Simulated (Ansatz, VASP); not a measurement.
## Cs in VASP and in Ansatz

Contents of INCAR:

```
SYSTEM = Cs
PREC     = Accurate       ! precision mode
ENCUT    = 520            ! plane-wave cutoff, eV
EDIFF    = 1E-6           ! SCF threshold, eV
ISMEAR   = -1             ! smearing method
SIGMA    = 0.1            ! smearing width, eV
LREAL    = .FALSE.        ! projectors in reciprocal space
LASPH    = .TRUE.         ! aspherical terms in the spheres
NELM     = 100            ! most SCF steps
ALGO     = Normal         ! electronic algorithm
ISIF     = 2              ! what is computed and relaxed
LWAVE    = .FALSE.        ! write WAVECAR
LCHARG   = .FALSE.        ! write CHGCAR
GGA      = PE             ! functional
NBANDS   = 26             ! bands
```

The input KPOINTS:

```
Automatic mesh
0
G
  8 8 2
  0 0 0
```

POSCAR

```
Cs
1.0
    5.4051937196      0.0000000000      0.0000000000
   -2.7025968598      4.6810350736      0.0000000000
    0.0000000000      0.0000000000     17.7274471703
Cs
4
Direct
    1.0000000000      1.0000000000      1.0000000000
    1.0000000000      1.0000000000      0.5000000000
    0.3333333333      0.6666666667      0.2500000000
    0.6666666667      0.3333333333      0.7500000000
```

Input for Ansatz:

```yaml
crystal:
  lattice:
    - [5.4051937196, 0.0, 0.0]
    - [-2.7025968598, 4.6810350736, 0.0]
    - [0.0, 0.0, 17.7274471703]
  atoms:
    - { symbol: Cs, position: [1.0, 1.0, 1.0] }
    - { symbol: Cs, position: [1.0, 1.0, 0.5] }
    - { symbol: Cs, position: [0.3333333333, 0.6666666667, 0.25] }
    - { symbol: Cs, position: [0.6666666667, 0.3333333333, 0.75] }
hamiltonian:
  xc: pbe
  pseudopotentials:
    kind: paw
    azcp:
      Cs: "pseudopotentials/Cs.paw.azcp"
basis:
  ecutwfc: 420
  fft_grid_basis: typed
kpoints:
  mp_grid: { grid: [8, 8, 2], shift: [0, 0, 0] }
magnetization:
  spin_polarized: false
scf:
  occupations: { method: fermi_dirac, width: 0.1 }
  lower_state_search: "off"
output:
  stress: true
  write_density: true
  write_potential: true
  elf: true
  volumetric_format: npy
```

Alike in both runs: task single point; functional PBE; k mesh 8 × 8 × 2; occupations fermi-dirac, width 0.1 eV; no spin polarisation.

|  | VASP | Ansatz |
| --- | --- | --- |
| version | VASP 6.6.1 | Ansatz 0.2.0 |
| potentials or method | VASP PAW PBE potentials, release 64 (Cs_sv), cutoff 520 eV | plane waves (420 eV) with PAW, scalar-relativistic |
| valence electrons in the cell | 36 | 36 |

```tsv
	VASP	Ansatz	Ansatz less VASP
pressure (GPa)	0.1	0.1	+0.01
```

Neither program's run includes spin-orbit coupling.
